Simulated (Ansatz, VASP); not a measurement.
Two plane-wave programs on NaH

```
Na H
1.0
     0.00000    2.50006    2.40181
     2.50006    0.00000    2.40181
     2.50006    2.50006    0.00000
Na H
1 1
Cartesian
  0.0000 0.0000 0.0000
  2.5001 2.5001 2.4018
```

Alike in both runs: task single point; functional r2SCAN; k mesh 10 × 10 × 10; occupations fermi-dirac, width 0.2 eV; no spin polarisation.

|  | VASP | Ansatz |
| --- | --- | --- |
| version | VASP 6.6.1 | Ansatz 0.2.0 |
| potentials or method | VASP PAW PBE potentials, release 64 (Na_pv, H), cutoff 520 eV | scalar-relativistic, plane waves, PAW |
| valence electrons in the cell | 8 | 10 |

Ansatz gave:

* gap on the k mesh at the Fermi level (eV): 4.22
* least direct gap on the mesh (eV): 5.07
* pressure (GPa): -1.7
* traceless stress, the component that is largest in VASP (GPa): 0.69

Problem. Which values does VASP return?

Solution. gap on the k mesh at the Fermi level (eV): 4.24; least direct gap on the mesh (eV): 5.07; pressure (GPa): -1.9; traceless stress, the component that is largest in VASP (GPa): 0.70.

VASP's potentials were made for PBE, not for r2SCAN. VASP's potentials hold 8 valence electrons a cell and Ansatz's 10, so a difference there can come from the potentials and not from the codes.
